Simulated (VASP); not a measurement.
Wanted: the native input for a VASP 6.6.1 run.

* Task: single point
* Functional: PBE
* Potentials or basis: VASP PAW PBE potentials, release 64 (Ta_pv, H)
* Cutoff: 520 eV
* k mesh: 5 × 5 × 1
* Occupations: gaussian, width 0.1 eV
* Spin: no spin polarisation
* Dipole correction: yes
* Further INCAR settings: ALGO = Normal; EDIFF = 1e-07; NBANDS = 78

The structure of Ta12H lies in POSCAR:

```
Ta12H
1.0
    5.7486197044      0.0000000000      0.0000000000
   -1.9162065681      5.4198506339      0.0000000000
    0.0000000000      0.0000000000     20.0266897310
Ta H
12 1
Direct
    0.2500000000      0.2500000000      0.1997334584
    0.2500000000      0.7500000000      0.1997334584
    0.7500000000      0.2500000000      0.1997334584
    0.7500000000      0.7500000000      0.1997334584
    0.0000000000      0.0000000000      0.3127671385
    0.0000000000      0.5000000000      0.3127671385
    0.5000000000      0.0000000000      0.3127671385
    0.5000000000      0.5000000000      0.3127671385
    0.2500000000      0.2500000000      0.4257663071
    0.2500000000      0.7500000000      0.4257663071
    0.7500000000      0.2500000000      0.4257663071
    0.7500000000      0.7500000000      0.4257663071
    0.3333333333      0.3333333333      0.5135935643
```

One way to write it, as run:

INCAR

```
SYSTEM = Ta12H
PREC = Accurate
ENCUT = 520
EDIFF = 1E-7
ISMEAR = 0
SIGMA = 0.1
LREAL = .False.
LASPH = .True.
NELM = 80
ALGO = Normal
ISIF = 2
LWAVE = .False.
LCHARG = .False.
LDIPOL = .True.
IDIPOL = 3
DIPOL = 0.5 0.5 0.328
GGA = PE
NBANDS = 78
```

KPOINTS

```
regular mesh
0
Gamma
  5 5 1
  0 0 0
```

Potentials or basis: VASP PAW PBE potentials, release 64 (Ta_pv, H).

The run is started by

```sh
$ cat potpaw_PBE.64/Ta_pv/POTCAR potpaw_PBE.64/H/POTCAR > POTCAR
$ mpirun -np 1 vasp_std > vasp.out
```

It gave:

| Property | Result |
| --- | --- |
| Largest force | 0.667 eV/Å |
| Band gap on the k mesh | zero (an odd number of electrons rules out a gap without spin polarisation) |

Caveat: spin-orbit coupling is left out, which moves the levels of the heavy elements.

Run time: 36 min on 1 thread of Intel Xeon 8259CL, with other jobs on the host, peak memory 0.9 GiB.
